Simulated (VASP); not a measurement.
# Sm2Si (Fm-3m) in VASP: notebook, part 2 of 2

VASP 6.6.1. Earlier steps stand in the parts before.

## 3. Single point, PBE

INCAR

```
SYSTEM = Sm2Si
PREC = Accurate
ENCUT = 500
EDIFF = 1E-6
ISMEAR = 0
SIGMA = 0.1
LREAL = .False.
LASPH = .True.
NELM = 200
ALGO = Normal
ISIF = 2
LWAVE = .False.
LCHARG = .False.
GGA = PE
NBANDS = 20
GGA_COMPAT = .False.
LMAXMIX = 6
```

KPOINTS

```
regular mesh
0
Gamma
  12 12 12
  0 0 0
```

POSCAR

```
Sm2Si
1.0
    0.0000000000      3.5010415362      3.5010415362
    3.5010415362      0.0000000000      3.5010415362
    3.5010415362      3.5010415362      0.0000000000
Sm Si
2 1
Direct
    0.2500000000      0.2500000000      0.2500000000
    0.7500000000      0.7500000000      0.7500000000
    0.0000000000      0.0000000000      0.0000000000
```

Potentials or basis: VASP PAW PBE potentials, release 64 (Sm_3, Si), 4f in core.

Run with:

```bash
$ cat potpaw_PBE.64/Sm_3/POTCAR potpaw_PBE.64/Si/POTCAR > POTCAR
$ mpirun -np 1 vasp_std > vasp.out
```

OUTCAR:

```text
SYSTEM = Sm2Si
   PREC = Accurate
   ENCUT = 500
   EDIFF = 1E-6
   ISMEAR = 0
   LREAL = .False.
   LASPH = .True.
   NELM = 200
   ISIF = 2
   GGA = PE

 ion  position               nearest neighbor table
   1  0.250  0.250  0.250-   3 3.03   3 3.03   3 3.03   3 3.03   2 3.50   2 3.50   2 3.50   2 3.50
                             2 3.50   2 3.50
   2  0.750  0.750  0.750-   3 3.03   3 3.03   3 3.03   3 3.03   1 3.50   1 3.50   1 3.50   1 3.50
                             1 3.50   1 3.50
   3  0.000  0.000  0.000-   2 3.03   2 3.03   2 3.03   1 3.03   2 3.03   1 3.03   1 3.03   1 3.03

  LATTYP: Found a face centered cubic cell.
 ALAT       =     7.0020830724

  Lattice vectors:

 A1 = (   0.0000000000,   3.5010415362,   3.5010415362)
 A2 = (   3.5010415362,   0.0000000000,   3.5010415362)
 A3 = (   3.5010415362,   3.5010415362,   0.0000000000)

Analysis of symmetry for initial positions (statically):
=====================================================================
 Subroutine PRICEL returns:
 Original cell was already a primitive cell.

 Routine SETGRP: Setting up the symmetry group for a
 face centered cubic supercell.

[... 162 lines left out ...]
  ext. energy  EPLUGINS =         0.00000000
  ---------------------------------------------------
  free energy    TOTEN  =       -16.08215671 eV

  energy without entropy =      -16.06929607  energy(sigma->0) =      -16.07572639

 E-fermi :   3.5988     XC(G=0):  -9.7344

 val. band max:        3.5951675468   @ k =  -0.4167   0.1667   0.0000
 cond. band min:       3.6037113786   @ k =   0.4167   0.1667   0.0833
 fundamental gap:      0.0085438318
 Fermi energy:         3.5987590166

 k-point     1 :       0.0000    0.0000    0.0000
  band No.  band energies     occupation
      1     -37.4929      2.00000
      2     -37.3506      2.00000
      3     -17.1053      2.00000
      4     -17.1053      2.00000
      5     -17.1053      2.00000
      6     -16.6211      2.00000
[... 541 lines left out ...]
     19       6.4874      0.00000
     20       6.8405      0.00000

 [... further k-points ...]
[... 5 lines left out ...]
  --------------------------------------------------------------------------------------
  -------------------------------------------------------------------------------------
  Total        0.1430828      0.1430828      0.1430828      0.0000000     -0.0000000      0.0000000
  in kB        2.6710145      2.6710145      2.6710145      0.0000000     -0.0000000      0.0000000
  external PRESSURE =       2.6710145 kB  Pullay stress =       0.0000000 kB

 VOLUME and BASIS-vectors are now :
 -----------------------------------------------------------------------------
  energy-cutoff  :      500.00
  volume of cell :       85.83
      direct lattice vectors                 reciprocal lattice vectors
     0.000000000  3.501041536  3.501041536    -0.142814644  0.142814644  0.142814644
     3.501041536  0.000000000  3.501041536     0.142814644 -0.142814644  0.142814644
     3.501041536  3.501041536  0.000000000     0.142814644  0.142814644 -0.142814644

 POSITION                                       TOTAL-FORCE (eV/Angst)
 -----------------------------------------------------------------------------------
      1.75052      1.75052      1.75052        -0.000000     -0.000000     -0.000000
      5.25156      5.25156      5.25156         0.000000      0.000000      0.000000
      0.00000      0.00000      0.00000         0.000000     -0.000000      0.000000
 -----------------------------------------------------------------------------------
    total drift:                                0.000000      0.000000      0.000000

  FREE ENERGIE OF THE ION-ELECTRON SYSTEM (eV)
  ---------------------------------------------------
  free  energy   TOTEN  =       -16.0821567125 eV

  energy  without entropy=      -16.0692960710  energy(sigma->0) =      -16.07572639
```

It took 63 s on 1 thread of Intel Xeon Platinum 8259CL at 2.50GHz (Skylake/Cascade Lake), shared host; peak memory 0.27 GiB.

Results:

```
Free energy            : -16.0822 eV
Pressure               : 0.3 GPa
Band gap on the k mesh : zero (bands 13 and 14 overlap by 1.60 eV)
```

Levels at points of the mesh, in eV from the Fermi level:
```tsv
k point	band 11	band 12	band 13	band 14	band 15	band 16
(0.00, 0.00, 0.00)	-2.50	-2.50	-0.71	-0.71	0.96	4.58
(0.50, 0.00, 0.00)	-1.55	-1.55	0.89	0.89	1.33	1.85
(0.50, 0.50, 0.00)	-0.73	-0.68	-0.68	-0.14	0.18	2.58
```

Caveat: spin-orbit coupling is left out, which moves the levels of the heavy elements; the 4f electrons are frozen in the core, so they carry no moment and show no levels.

## 4. Relaxation of cell and atoms, PBE

INCAR

```
SYSTEM = Sm2Si
PREC = Accurate
ENCUT = 500
EDIFF = 1E-7
ISMEAR = 0
SIGMA = 0.1
LREAL = .False.
LASPH = .True.
NELM = 200
ALGO = Normal
ISIF = 3
LWAVE = .False.
LCHARG = .False.
GGA = PE
IBRION = 2
NSW = 100
EDIFFG = -0.01
GGA_COMPAT = .False.
NELMIN = 4
LMAXMIX = 6
```

KPOINTS

```
Automatic mesh
0
Gamma
  12 12 12
  0 0 0
```

POSCAR

```
Sm2Si
1.0
    0.0000000000      3.4988478600      3.4988478600
    3.4988478600      0.0000000000      3.4988478600
    3.4988478600      3.4988478600      0.0000000000
Sm Si
2 1
Direct
    0.2500000000      0.2500000000      0.2500000000
    0.7500000000      0.7500000000      0.7500000000
    0.0000000000      0.0000000000      0.0000000000
```

Potentials or basis: VASP PAW PBE potentials, release 64 (Sm_3, Si), 4f in core.

Run with:

```bash
$ cat potpaw_PBE.64/Sm_3/POTCAR potpaw_PBE.64/Si/POTCAR > POTCAR
$ mpirun -np 1 vasp_std > vasp.out
```

OUTCAR:

```text
SYSTEM = Sm2Si
   PREC = Accurate
   ENCUT = 500
   EDIFF = 1E-7
   ISMEAR = 0
   LREAL = .False.
   LASPH = .True.
   NELM = 200
   ISIF = 3
   GGA = PE
   IBRION = 2
   NSW = 100
   EDIFFG = -0.01
   NELMIN = 4

 ion  position               nearest neighbor table
   1  0.250  0.250  0.250-   3 3.03   3 3.03   3 3.03   3 3.03   2 3.50   2 3.50   2 3.50   2 3.50
                             2 3.50   2 3.50
   2  0.750  0.750  0.750-   3 3.03   3 3.03   3 3.03   3 3.03   1 3.50   1 3.50   1 3.50   1 3.50
                             1 3.50   1 3.50
   3  0.000  0.000  0.000-   1 3.03   2 3.03   2 3.03   2 3.03   2 3.03   1 3.03   1 3.03   1 3.03

  LATTYP: Found a face centered cubic cell.
 ALAT       =     6.9976957200

  Lattice vectors:

 A1 = (   0.0000000000,   3.4988478600,   3.4988478600)
 A2 = (   3.4988478600,   0.0000000000,   3.4988478600)
 A3 = (   3.4988478600,   3.4988478600,   0.0000000000)

Analysis of symmetry for initial positions (statically):
=====================================================================
 Subroutine PRICEL returns:
 Original cell was already a primitive cell.

 Routine SETGRP: Setting up the symmetry group for a
 face centered cubic supercell.

 Subroutine GETGRP returns: Found 48 space group operations
 (whereof 48 operations were pure point group operations)
 out of a pool of 48 trial point group operations.

The static configuration has the point symmetry O_h .

Analysis of symmetry for dynamics (positions and initial velocities):
=====================================================================
 Subroutine PRICEL returns:
 Original cell was already a primitive cell.

 Routine SETGRP: Setting up the symmetry group for a
 face centered cubic supercell.

 Subroutine GETGRP returns: Found 48 space group operations
 (whereof 48 operations were pure point group operations)
 out of a pool of 48 trial point group operations.

The dynamic configuration has the point symmetry O_h .

[... 123 lines left out ...]
  Thomas-Fermi vector in A             =   2.236588
   LORBIT       =      0    0 simple, 1 ext, 2 COOP (PROOUT), +10 PAW based schemes
   GGA     = PE    functional components
   LHFCALC =     F    Hartree Fock is set to
   AEXX    =    0.0000 exact exchange contribution
   IVDW    =     0    specifies the selected vdW correction
   LEPSILON=     F    determine dielectric tensor
   LRPA    =     F    only Hartree local field effects (RPA)
 conjugate gradient relaxation of ions
 non-spin polarized calculation
 Gauss-broadening in eV      SIGMA  =   0.10
  energy-cutoff  :      500.00
  volume of cell :       85.67
 maximum number of plane-waves:      2200
   NGX = 17   NGY = 17   NGZ = 17

--------------------------------------- Ionic step        1  -------------------------------------------

 number of electron      25.9999999 magnetization

 Free energy of the ion-electron system (eV)
  ---------------------------------------------------
  ext. energy  EPLUGINS =         0.00000000
  ---------------------------------------------------
  free energy    TOTEN  =       -16.08181950 eV

  energy without entropy =      -16.06898789  energy(sigma->0) =      -16.07540369

------------------------ aborting loop because EDIFF is reached ----------------------------------------

  FORCE on cell =-STRESS in cart. coord.  units (eV):
  Direction    XX          YY          ZZ          XY          YZ          ZX
  --------------------------------------------------------------------------------------
  -------------------------------------------------------------------------------------
  Total        0.2050860      0.2050860      0.2050860      0.0000000      0.0000000     -0.0000000
  in kB        3.8356717      3.8356717      3.8356717      0.0000000      0.0000000     -0.0000000
  external PRESSURE =       3.8356717 kB  Pullay stress =       0.0000000 kB
[... 61 lines left out ...]
--------------------------------------- Ionic step        3  -------------------------------------------

 number of electron      25.9999999 magnetization

 Free energy of the ion-electron system (eV)
  ---------------------------------------------------
  ext. energy  EPLUGINS =         0.00000000
  ---------------------------------------------------
  free energy    TOTEN  =       -16.08245833 eV

  energy without entropy =      -16.06952753  energy(sigma->0) =      -16.07599293

 E-fermi :   3.5766     XC(G=0):  -9.7165

 val. band max:        3.5742507837   @ k =  -0.4167   0.1667   0.0000
 cond. band min:       3.5817208811   @ k =   0.4167   0.1667   0.0833
 fundamental gap:      0.0074700974
 Fermi energy:         3.5766317517

 k-point     1 :       0.0000    0.0000    0.0000
  band No.  band energies     occupation
      1     -37.5283      2.00000
      2     -37.3887      2.00000
      3     -17.1367      2.00000
      4     -17.1367      2.00000
      5     -17.1367      2.00000
      6     -16.6588      2.00000
[... 457 lines left out ...]
      4     -17.0419      2.00000
      5     -17.0157      2.00000
      6     -16.8352      2.00000
[... 9 lines left out ...]
     16       5.1615      0.00000
     17       5.6157      0.00000

 [... further k-points ...]
[... 5 lines left out ...]
  --------------------------------------------------------------------------------------
  -------------------------------------------------------------------------------------
  Total        0.0015548      0.0015548      0.0015548      0.0000000      0.0000000      0.0000000
  in kB        0.0288981      0.0288981      0.0288981      0.0000000      0.0000000      0.0000000
  external PRESSURE =       0.0288981 kB  Pullay stress =       0.0000000 kB
[... 18 lines left out ...]
  FREE ENERGIE OF THE ION-ELECTRON SYSTEM (eV)
  ---------------------------------------------------
  free  energy   TOTEN  =       -16.0824583345 eV

  energy  without entropy=      -16.0695275263  energy(sigma->0) =      -16.07599293

 reached required accuracy - stopping structural energy minimisation
```

Wall time 2.4 min (1 thread of Intel Xeon Platinum 8259CL at 2.50GHz (Skylake/Cascade Lake), shared host); peak memory 0.26 GiB.

What came out:

```yaml
Free_energy: -16.0825 eV
Relaxed_volume: 28.73 Å³/atom
Relaxed_cell: a = 4.958 Å, b = 4.958 Å, c = 4.958 Å, α = 60.00°, β = 60.00°, γ = 60.00°
Space_group_after_relaxing_to_0.1_Å: Fm-3m (No. 225)
Energy_gained_by_relaxing: 0.2 meV/atom
Ionic_steps: 3
Pressure_after_relaxing: 0.0 GPa
Band_gap_on_the_k_mesh: zero (bands 13 and 14 overlap by 1.60 eV)
```

Step by step:
```tsv
step	energy change (eV)	largest force (eV/Å)	pressure (GPa)	volume (Å³)
1	0.0000	0.0000	0.38	85.67
2	-0.0004	0.0000	-0.21	86.52
3	-0.0006	0.0000	0.00	86.20
```

Final structure:
```yaml
crystal:
  lattice:
    - [0.00000, 3.50616, 3.50616]
    - [3.50616, 0.00000, 3.50616]
    - [3.50616, 3.50616, 0.00000]
  atoms:
    - { symbol: Sm, position: [0.25000, 0.25000, 0.25000] }
    - { symbol: Sm, position: [0.75000, 0.75000, 0.75000] }
    - { symbol: Si, position: [0.00000, 0.00000, 0.00000] }
```

Levels at points of the mesh, in eV from the Fermi level:
| k point | band 11 | band 12 | band 13 | band 14 | band 15 | band 16 |
| --- | --- | --- | --- | --- | --- | --- |
| (0.00, 0.00, 0.00) | -2.49 | -2.49 | -0.71 | -0.71 | 0.95 | 4.56 |
| (0.50, 0.00, 0.00) | -1.55 | -1.55 | 0.89 | 0.89 | 1.32 | 1.84 |
| (0.50, 0.50, 0.00) | -0.73 | -0.69 | -0.69 | -0.14 | 0.18 | 2.57 |

Caveat: spin-orbit coupling is left out, which moves the levels of the heavy elements; the 4f electrons are frozen in the core, so they carry no moment and show no levels.

## 5. Summary

| task | cell | k mesh | gap on the mesh (eV) | pressure (GPa) |
| --- | --- | --- | --- | --- |
| single point | a = 4.948 Å, angles 60.0°, 3 atoms | 4 × 4 × 4 | none | 0.6 |
| single point | a = 4.951 Å, angles 60.0°, 3 atoms | 12 × 12 × 12 | none | 0.3 |
| relaxation of cell and atoms | relaxed from a = 4.948 Å, angles 60.0°, 3 atoms | 12 × 12 × 12 | none | 0.0 |

Alike in all rows: level PBE; potentials or basis VASP PAW PBE potentials, release 64 (Sm_3, Si), 4f in core; no spin polarisation; cutoff (eV) 500; smearing gaussian 0.1 eV.

Caveats: some runs use coarse meshes; spin-orbit coupling is left out, which moves the levels of the heavy elements; the 4f electrons are frozen in the core, so they carry no moment and show no levels.

Absolute energies hang on the potentials; compare differences alone.
